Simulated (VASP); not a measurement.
Cs: single point with PBE

The system is Cs.

```
Cs
1.0
    -3.07717    3.07717    3.07717
     3.07717   -3.07717    3.07717
     3.07717    3.07717   -3.07717
Cs
1
Direct
  0.00000 0.00000 0.00000
```

```json
{
 "Program": "VASP 6.6.1",
 "Task": "single point",
 "Functional": "PBE",
 "Potentials or basis": "VASP PAW PBE potentials, release 64 (Cs_sv)",
 "Cutoff": "520 eV",
 "k mesh": "7 × 7 × 7",
 "Occupations": "gaussian, width 0.01 eV",
 "Spin": "no spin polarisation"
}
```

| Item | Value |
| --- | --- |
| Pressure | 0.0 GPa |

Levels at points of the mesh, in eV from the Fermi level:
```csv
k point,band 2,band 3,band 4,band 5,band 6,band 7,band 8,band 9
"(0.00, 0.00, 0.00)",-10.61,-10.61,-10.61,-1.66,2.49,2.49,2.49,3.33
```

It took 12 s on 1 thread of AMD EPYC 9R14 (Zen 4), on a shared host, peak memory 0.2 GiB.

Caveat: spin-orbit coupling is left out, which moves the levels of the heavy elements.
